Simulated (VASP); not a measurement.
# C (R-3m) in VASP: a series of runs

The runs below take C through single point, with PBE+D3(BJ).

Everything below comes from runs of VASP 6.6.1. Logs are shortened: lines on timing, memory, paths and dates and some standing lists are left out, and cuts for length are marked.

## Step 1: The cell of the first run

Symmetry: R-3m, No. 166, trigonal system. The conventional cell has a = 2.465 Å, b = 2.465 Å, c = 10.084 Å, α = 90.00°, β = 90.00°, γ = 120.00°. C (site symmetry 3m) has 3 C at 1.43 Å within 1.9 Å.

## Step 2: Single point, PBE+D3(BJ) (mode 4 frozen in at -0.048 Å and mode 6 at +0.000 Å (largest displacements))

INCAR reads:

```
PREC = Accurate
ENCUT = 520
EDIFF = 1E-6
ISMEAR = 0
SIGMA = 0.05
LREAL = False
LASPH = True
NELM = 60
ALGO = Normal
ISIF = 2
LWAVE = False
LCHARG = False
GGA = PE
IVDW = 12
NBANDS = 11
```

KPOINTS reads:

```
Automatic mesh
0
Gamma
  15 15 15
```

POSCAR reads:

```
C
1.0
    1.2324984681      0.7115833223      3.3613878357
   -1.2324984681      0.7115833223      3.3613878357
    0.0000000000     -1.4231666447      3.3613878357
C
2
Direct
    0.1618852291      0.1618852291      0.1618852291
    0.8381147709      0.8381147709      0.8381147709
```

Potentials or basis: VASP PAW PBE potentials, release 64 (C).

Launch:

```bash
$ cat potpaw_PBE.64/C/POTCAR > POTCAR
$ mpirun -np 1 vasp_std > vasp.out
```

OUTCAR:

```text
PREC = Accurate
   ENCUT = 520
   EDIFF = 1E-6
   ISMEAR = 0
   LREAL = False
   LASPH = True
   NELM = 60
   ISIF = 2
   GGA = PE
   IVDW = 12
 IVDW          = 12

 ion  position               nearest neighbor table
   1  0.162  0.162  0.162-   2 1.43   2 1.43   2 1.43
   2  0.838  0.838  0.838-   1 1.43   1 1.43   1 1.43

  LATTYP: Found a trigonal (rhomboedric) cell.
 ALAT       =     3.6502508791
 COS(alpha) =     0.7719881893

  Lattice vectors:

 A1 = (   1.2324984681,   0.7115833223,   3.3613878357)
 A2 = (  -1.2324984681,   0.7115833223,   3.3613878357)
 A3 = (   0.0000000000,  -1.4231666447,   3.3613878357)

Analysis of symmetry for initial positions (statically):
=====================================================================
 Subroutine PRICEL returns:
 Original cell was already a primitive cell.

 Routine SETGRP: Setting up the symmetry group for a
 trigonal (rhombohedral) supercell.

 Subroutine GETGRP returns: Found 12 space group operations
 (whereof 12 operations were pure point group operations)
 out of a pool of 12 trial point group operations.

The static configuration has the point symmetry D_3d.

Analysis of symmetry for dynamics (positions and initial velocities):
=====================================================================
 Subroutine PRICEL returns:
 Original cell was already a primitive cell.

 Routine SETGRP: Setting up the symmetry group for a
 trigonal (rhombohedral) supercell.

 Subroutine GETGRP returns: Found 12 space group operations
 (whereof 12 operations were pure point group operations)
 out of a pool of 12 trial point group operations.

The dynamic configuration has the point symmetry D_3d.

 Subroutine INISYM returns: Found 12 space group operations
 (whereof 12 operations are pure point group operations),
 and found     1 'primitive' translations

----------------------------------------------------------------------------------------

                                     Primitive cell

  volume of cell :      17.6881

  direct lattice vectors                    reciprocal lattice vectors
     1.232498468  0.711583322  3.361387836     0.405680017  0.234219467  0.099165389
    -1.232498468  0.711583322  3.361387836    -0.405680017  0.234219467  0.099165389
     0.000000000 -1.423166645  3.361387836     0.000000000 -0.468438935  0.099165389

  length of vectors
     3.650250879  3.650250879  3.650250879     0.478820227  0.478820227  0.478820227

  position of ions in fractional coordinates (direct lattice)
     0.161885229  0.161885229  0.161885229
     0.838114771  0.838114771  0.838114771

  ion indices of the primitive-cell ions
   primitive index   ion index
                 1           1
                 2           2

----------------------------------------------------------------------------------------

 KPOINTS: Automatic mesh

Automatic generation of k-mesh.
 Grid dimensions read from file:
 generate k-points for:   15   15   15

 Generating k-lattice:

  Cartesian coordinates                     Fractional coordinates (reciprocal lattice)
     0.027045334  0.015614631  0.006611026     0.066666667  0.000000000  0.000000000
    -0.027045334  0.015614631  0.006611026     0.000000000  0.066666667  0.000000000
     0.000000000 -0.031229262  0.006611026     0.000000000  0.000000000  0.066666667

  Length of vectors
     0.031921348  0.031921348  0.031921348

  Shift w.r.t. Gamma in fractional coordinates (k-lattice)
     0.000000000  0.000000000  0.000000000

 Subroutine IBZKPT returns following result:
 ===========================================

 Found    344 irreducible k-points:

 Following reciprocal coordinates:
            Coordinates               Weight
  0.000000  0.000000  0.000000      1.000000
  0.066667 -0.000000  0.000000      6.000000
  0.133333  0.000000  0.000000      6.000000
  0.200000  0.000000 -0.000000      6.000000
  0.266667  0.000000  0.000000      6.000000
  0.333333  0.000000  0.000000      6.000000
[... 16 lines left out ...]
  0.133333  0.133333  0.000000      6.000000
  0.200000  0.133333  0.000000     12.000000
 [... further k-points ...]
   k-points           NKPTS =    344   k-points in BZ     NKDIM =    344   number of bands    NBANDS=     11
   number of dos      NEDOS =    301   number of ions     NIONS =      2
   total plane-waves  NPLWV =  21952
   dimension x,y,z NGX =    28 NGY =   28 NGZ =   28
   dimension x,y,z NGXF=    56 NGYF=   56 NGZF=   56
   ions per type =               2
   NGX,Y,Z   is equivalent  to a cutoff of  12.75, 12.75, 12.75 a.u.
   NGXF,Y,Z  is equivalent  to a cutoff of  25.50, 25.50, 25.50 a.u.
 SYSTEM =  unknown system
   PREC   = accura    normal or accurate (medium, high low for compatibility)
   ISTART =      0    job   : 0-new  1-cont  2-samecut
   ICHARG =      2    charge: 1-file 2-atom 10-const
   ISPIN  =      1    spin polarized calculation?
   LNONCOLLINEAR =      F non collinear calculations
   LSORBIT =      F    spin-orbit coupling
   LASPH  =      T    aspherical Exc in radial PAW
   ENCUT  =  520.0 eV  38.22 Ry    6.18 a.u.   6.79  6.79  6.79*2*pi/ulx,y,z
   NELM   =     60;   NELMIN=  2; NELMDL= -5     # of ELM steps
   EDIFF  = 0.1E-05   stopping-criterion for ELM
   LREAL  =      F    real-space projection
   EDIFFG = 0.1E-04   stopping-criterion for IOM
   NSW    =      0    number of steps for IOM
   IBRION =     -1    ionic relax: 0-MD 1-quasi-New 2-CG
   NFREE  =      0    steps in history (QN), initial steepest desc. (CG)
   ISIF   =      2    stress and relaxation
   ISYM   =      2    0-nonsym 1-usesym 2-fastsym
   POTIM  = 0.5000    time-step for ionic-motion
   TEBEG  =    0.0;   TEEND  =   0.0 temperature during run
   PSTRESS=    0.0 pullay stress
   NELECT =       8.0000    total number of electrons
   NUPDOWN=      -1.0000    fix difference up-down
   EMIN   =  10.00;   EMAX   =-10.00  energy-range for DOS
   EFERMI =   0.00;   METHOD = LEGACY
   ISMEAR =     0;   SIGMA  =   0.05  broadening in eV -4-tet -1-fermi 0-gaus
   EFERMI_NEDOS =   21; number of points for ismear=-14 and -15
   IALGO  =     38    algorithm
   IMIX   =      4    mixing-type and parameters
     AMIX     =   0.40;   BMIX     =  1.00
     AMIX_MAG =   1.60;   BMIX_MAG =  1.00
  volume/ion in A,a.u.               =       8.84        59.68
  Fermi-wavevector in a.u.,A,eV,Ry     =   1.256640  2.374705 21.485554  1.579144
  Thomas-Fermi vector in A             =   2.390338
   LORBIT       =      0    0 simple, 1 ext, 2 COOP (PROOUT), +10 PAW based schemes
   GGA     = PE    functional components
   LHFCALC =     F    Hartree Fock is set to
   AEXX    =    0.0000 exact exchange contribution
   IVDW    =    12    specifies the selected vdW correction
   LEPSILON=     F    determine dielectric tensor
   LRPA    =     F    only Hartree local field effects (RPA)
 non-spin polarized calculation
 Gauss-broadening in eV      SIGMA  =   0.05
  energy-cutoff  :      520.00
  volume of cell :       17.69
 maximum number of plane-waves:       490
   NGX = 13   NGY = 13   NGZ = 13

 number of electron       8.0000000 magnetization

 Free energy of the ion-electron system (eV)
  ---------------------------------------------------
  ext. energy  EPLUGINS =         0.00000000
  ---------------------------------------------------
  free energy    TOTEN  =       -18.34849405 eV

  energy without entropy =      -18.34849405  energy(sigma->0) =      -18.34849405

 E-fermi :   4.4422     XC(G=0): -10.3217

 val. band max:        4.2410701248   @ k =  -0.3333   0.3333   0.0000
 cond. band min:       5.0539373539   @ k =  -0.3333   0.3333   0.0000
 fundamental gap:      0.8128672292
 Fermi energy:         4.4422067365

 k-point     1 :       0.0000    0.0000    0.0000
  band No.  band energies     occupation
      1     -14.9685      2.00000
      2      -1.8578      2.00000
      3       1.7412      2.00000
      4       1.7412      2.00000
      5       8.7067      0.00000
      6      13.0158      0.00000
      7      13.0158      0.00000
      8      16.1645      0.00000
      9      17.2783      0.00000
     10      27.3800      0.00000
     11      30.4766      0.00000

 k-point     2 :       0.0667   -0.0000    0.0000
  band No.  band energies     occupation
      1     -14.8609      2.00000
      2      -1.7505      2.00000
      3       1.3151      2.00000
      4       1.5199      2.00000
      5       8.8491      0.00000
      6      13.0712      0.00000
      7      13.4618      0.00000
      8      15.8083      0.00000
      9      17.4711      0.00000
     10      27.7173      0.00000
     11      29.6218      0.00000

 k-point     3 :       0.1333    0.0000    0.0000
  band No.  band energies     occupation
      1     -14.5389      2.00000
      2      -1.4324      2.00000
      3       0.1854      2.00000
      4       0.9590      2.00000
      5       9.2645      0.00000
      6      13.0957      0.00000
      7      14.6870      0.00000
      8      14.8523      0.00000
      9      18.0850      0.00000
     10      27.5902      0.00000
     11      28.5895      0.00000

 k-point     4 :       0.2000    0.0000   -0.0000
  band No.  band energies     occupation
      1     -14.0052      2.00000
      2      -1.4146      2.00000
      3      -0.8561      2.00000
      4       0.2579      2.00000
      5       9.8758      0.00000
      6      12.9137      0.00000
      7      13.6077      0.00000
      8      16.4587      0.00000
      9      19.0490      0.00000
     10      25.6514      0.00000
     11      27.9034      0.00000
[... 239 lines left out ...]
 k-point    22 :      -0.0667    0.0667    0.0000
  band No.  band energies     occupation
      1     -14.6500      2.00000
      2      -1.5022      2.00000
      3       0.5934      2.00000
      4       1.0736      2.00000
      5       9.0579      0.00000
      6      13.2382      0.00000
      7      14.1337      0.00000
      8      15.1496      0.00000
      9      17.9100      0.00000
     10      27.8189      0.00000
     11      28.3338      0.00000

 k-point    23 :       0.1333    0.1333    0.0000
  band No.  band energies     occupation
      1     -14.5233      2.00000
      2      -1.5670      2.00000
      3       0.1991      2.00000
      4       0.9461      2.00000
      5       9.5475      0.00000
      6      13.0690      0.00000
      7      14.6896      0.00000
      8      14.8092      0.00000
      9      18.1095      0.00000
     10      27.1887      0.00000
     11      28.6648      0.00000

 k-point    24 :       0.2000    0.1333    0.0000
  band No.  band energies     occupation
      1     -14.1957      2.00000
      2      -1.3204      2.00000
      3      -0.6312      2.00000
      4       0.3372      2.00000
      5      10.0630      0.00000
      6      13.2781      0.00000
      7      14.0418      0.00000
      8      15.3118      0.00000
      9      18.8772      0.00000
     10      25.5947      0.00000
     11      29.3002      0.00000

 [... further k-points ...]

------------------------ aborting loop because EDIFF is reached ----------------------------------------

 Edisp (eV)   -0.31204

 E8    (eV) :    -0.0884

  FORCE on cell =-STRESS in cart. coord.  units (eV):
  Direction    XX          YY          ZZ          XY          YZ          ZX
  --------------------------------------------------------------------------------------
  -------------------------------------------------------------------------------------
  Total       0.07461     0.07461    -0.18804     0.00000     0.00000     0.00000
  in kB       6.75843     6.75843   -17.03261     0.00000     0.00000     0.00000
  external pressure =       -1.17 kB  Pullay stress =        0.00 kB

 VOLUME and BASIS-vectors are now :
 -----------------------------------------------------------------------------
  energy-cutoff  :      520.00
  volume of cell :       17.69
      direct lattice vectors                 reciprocal lattice vectors
     1.232498468  0.711583322  3.361387836     0.405680017  0.234219467  0.099165389
    -1.232498468  0.711583322  3.361387836    -0.405680017  0.234219467  0.099165389
     0.000000000 -1.423166645  3.361387836     0.000000000 -0.468438935  0.099165389

 POSITION                                       TOTAL-FORCE (eV/Angst)
 -----------------------------------------------------------------------------------
      0.00000     -0.00000      1.63248         0.000000     -0.000000      1.569771
      0.00000     -0.00000      8.45169         0.000000      0.000000     -1.569771
 -----------------------------------------------------------------------------------
    total drift:                               -0.000000     -0.000000      0.000000

  FREE ENERGIE OF THE ION-ELECTRON SYSTEM (eV)
  ---------------------------------------------------
  free  energy   TOTEN  =       -18.6605350996 eV

  energy  without entropy=      -18.6605350996  energy(sigma->0) =      -18.66053510
```

It took 34 s on 1 thread of Intel Xeon 6975P-C (Granite Rapids), shared host; peak memory 0.2 GiB.

Results:

```yaml
Free_energy: -18.6605 eV
Pressure: -0.1 GPa
Largest_force: 1.570 eV/Å
Band_gap_on_the_k_mesh: 0.81 eV, direct
Dispersion_energy_per_atom: -0.156 eV
```

Forces in eV/Å, atoms in the order of the input:
```
C    0.000  0.000  1.570
C    0.000  0.000 -1.570
```

Levels at points of the mesh, in eV from the valence-band top:
```tsv
k point	band 1	band 2	band 3	band 4	band 5	band 6	band 7	band 8
(0.00, 0.00, 0.00)	-19.21	-6.10	-2.50	-2.50	4.47	8.77	8.77	11.92
```

Caveat: the cell differs from its parent crystal (mode 4 frozen in at -0.048 Å and mode 6 at +0.000 Å (largest displacements)); forces of over 1 eV/Å act on the atoms, so gaps and moduli don't describe the material at rest. A k mesh can miss the band edges.

## Step 3: Single point, PBE+D3(BJ) (mode 4 frozen in at +0.048 Å and mode 6 at +0.000 Å (largest displacements))

INCAR reads:

```
SYSTEM = C
PREC = Accurate
ENCUT = 520
EDIFF = 1E-6
ISMEAR = 0
SIGMA = 0.05
LREAL = .FALSE.
LASPH = .TRUE.
NELM = 60
ALGO = Normal
ISIF = 2
LWAVE = .FALSE.
LCHARG = .TRUE.
GGA = PE
IVDW = 12
LELF = .TRUE.
LVHAR = .TRUE.
NBANDS = 11
```

KPOINTS reads:

```
Automatic mesh
0
G
  15 15 15
  0 0 0
```

POSCAR reads:

```
C
1.0
    1.2324984681      0.7115833223      3.3613878357
   -1.2324984681      0.7115833223      3.3613878357
    0.0000000000     -1.4231666447      3.3613878357
C
2
Direct
    0.1713059411      0.1713059411      0.1713059411
    0.8286940589      0.8286940589      0.8286940589
```

Potentials or basis: VASP PAW PBE potentials, release 64 (C).

Launch:

```bash
$ cat potpaw_PBE.64/C/POTCAR > POTCAR
$ mpirun -np 1 vasp_std > vasp.out
```

OUTCAR:

```text
SYSTEM = C
   PREC = Accurate
   ENCUT = 520
   EDIFF = 1E-6
   ISMEAR = 0
   LREAL = .FALSE.
   LASPH = .TRUE.
   NELM = 60
   ISIF = 2
   GGA = PE
   IVDW = 12
 IVDW          = 12

 ion  position               nearest neighbor table
   1  0.171  0.171  0.171-   2 1.43   2 1.43   2 1.43
   2  0.829  0.829  0.829-   1 1.43   1 1.43   1 1.43

  LATTYP: Found a trigonal (rhomboedric) cell.
 ALAT       =     3.6502508791
 COS(alpha) =     0.7719881893

  Lattice vectors:

 A1 = (   1.2324984681,   0.7115833223,   3.3613878357)
 A2 = (  -1.2324984681,   0.7115833223,   3.3613878357)
 A3 = (   0.0000000000,  -1.4231666447,   3.3613878357)

Analysis of symmetry for initial positions (statically):
=====================================================================
 Subroutine PRICEL returns:
 Original cell was already a primitive cell.

 Routine SETGRP: Setting up the symmetry group for a
 trigonal (rhombohedral) supercell.

 Subroutine GETGRP returns: Found 12 space group operations
 (whereof 12 operations were pure point group operations)
 out of a pool of 12 trial point group operations.

[... 173 lines left out ...]
      3       1.7345      2.00000
      4       1.7345      2.00000
      5       8.7227      0.00000
      6      13.0410      0.00000
      7      13.0410      0.00000
      8      16.1886      0.00000
      9      17.2715      0.00000
     10      27.4324      0.00000
     11      30.2292      0.00000
[... 309 lines left out ...]
 k-point    24 :       0.2000    0.1333    0.0000
  band No.  band energies     occupation
      1     -14.1957      2.00000
      2      -1.3180      2.00000
      3      -0.6445      2.00000
      4       0.3327      2.00000
      5      10.0688      0.00000
      6      13.3979      0.00000
      7      13.9814      0.00000
      8      15.3326      0.00000
      9      18.9306      0.00000
     10      25.1721      0.00000
     11      28.7963      0.00000

 [... further k-points ...]

------------------------ aborting loop because EDIFF is reached ----------------------------------------

 Edisp (eV)   -0.31210

 E8    (eV) :    -0.0884

  FORCE on cell =-STRESS in cart. coord.  units (eV):
  Direction    XX          YY          ZZ          XY          YZ          ZX
  --------------------------------------------------------------------------------------
  -------------------------------------------------------------------------------------
  Total       0.06435     0.06435    -0.14566     0.00000     0.00000    -0.00000
  in kB       5.82907     5.82907   -13.19344     0.00000     0.00000    -0.00000
  external pressure =       -0.51 kB  Pullay stress =        0.00 kB

 VOLUME and BASIS-vectors are now :
 -----------------------------------------------------------------------------
  energy-cutoff  :      520.00
  volume of cell :       17.69
      direct lattice vectors                 reciprocal lattice vectors
     1.232498468  0.711583322  3.361387836     0.405680017  0.234219467  0.099165389
    -1.232498468  0.711583322  3.361387836    -0.405680017  0.234219467  0.099165389
     0.000000000 -1.423166645  3.361387836     0.000000000 -0.468438935  0.099165389

 POSITION                                       TOTAL-FORCE (eV/Angst)
 -----------------------------------------------------------------------------------
      0.00000     -0.00000      1.72748         0.000000      0.000000     -1.571734
      0.00000     -0.00000      8.35669         0.000000     -0.000000      1.571734
 -----------------------------------------------------------------------------------
    total drift:                               -0.000000      0.000000      0.000000

  FREE ENERGIE OF THE ION-ELECTRON SYSTEM (eV)
  ---------------------------------------------------
  free  energy   TOTEN  =       -18.6607989146 eV

  energy  without entropy=      -18.6607989146  energy(sigma->0) =      -18.66079891
```

OSZICAR:

```text
N       E                     dE             d eps       ncg     rms          rms(c)
DAV:   1     0.677920307069E+01    0.67792E+01   -0.45064E+03  7718   0.662E+02
DAV:   2    -0.188890530988E+02   -0.25668E+02   -0.24203E+02 10069   0.132E+02
DAV:   3    -0.195108999152E+02   -0.62185E+00   -0.62057E+00  9436   0.172E+01
DAV:   4    -0.195132406188E+02   -0.23407E-02   -0.23405E-02  8759   0.131E+00
DAV:   5    -0.195132499700E+02   -0.93512E-05   -0.93511E-05  9591   0.760E-02    0.627E+00
DAV:   6    -0.186265258032E+02    0.88672E+00   -0.76344E-01  8774   0.503E+00    0.366E+00
DAV:   7    -0.183455330348E+02    0.28099E+00   -0.86383E-01  8982   0.538E+00    0.102E+00
DAV:   8    -0.183488074313E+02   -0.32744E-02   -0.18787E-02  8399   0.876E-01    0.112E-01
DAV:   9    -0.183486349965E+02    0.17243E-03   -0.52779E-04  9218   0.146E-01    0.515E-02
DAV:  10    -0.183487037034E+02   -0.68707E-04   -0.11965E-04  8497   0.769E-02    0.254E-02
DAV:  11    -0.183487035890E+02    0.11443E-06   -0.57733E-06  9165   0.138E-02
   1 F= -.18660799E+02 E0= -.18660799E+02  d E =-.132354E-12
```

stdout:

```text
POSCAR found type information on POSCAR C
 POSCAR found :  1 types and       2 ions
 scaLAPACK will be used
 LDA part: xc-table for (Slater+PW92), standard interpolation
 POSCAR, INCAR and KPOINTS ok, starting setup
 FFT: planning ... GRIDC
 FFT: planning ... GRID_SOFT
 FFT: planning ... GRID
 WAVECAR not read
 entering main loop
```

Wall time 35 s (1 thread of Intel Xeon 6975P-C (Granite Rapids), shared host); peak memory 0.19 GiB.

Results:

```
Free energy                : -18.6608 eV
Pressure                   : -0.1 GPa
Largest force              : 1.572 eV/Å
Band gap on the k mesh     : 0.51 eV, direct
Dispersion energy per atom : -0.156 eV
```

Forces on the atoms (eV/Å):
```
C    0.000  0.000 -1.572
C    0.000  0.000  1.572
```

Levels at points of the mesh, in eV from the valence-band top:
```tsv
k point	band 2	band 3	band 4	band 5	band 6	band 7
(0.00, 0.00, 0.00)	-6.25	-2.65	-2.65	4.34	8.66	8.66
```

Caveat: the cell differs from its parent crystal (mode 4 frozen in at +0.048 Å and mode 6 at +0.000 Å (largest displacements)); forces of over 1 eV/Å act on the atoms, so gaps and moduli don't describe the material at rest. A k mesh can miss the band edges.

[end of part 1 of 2]
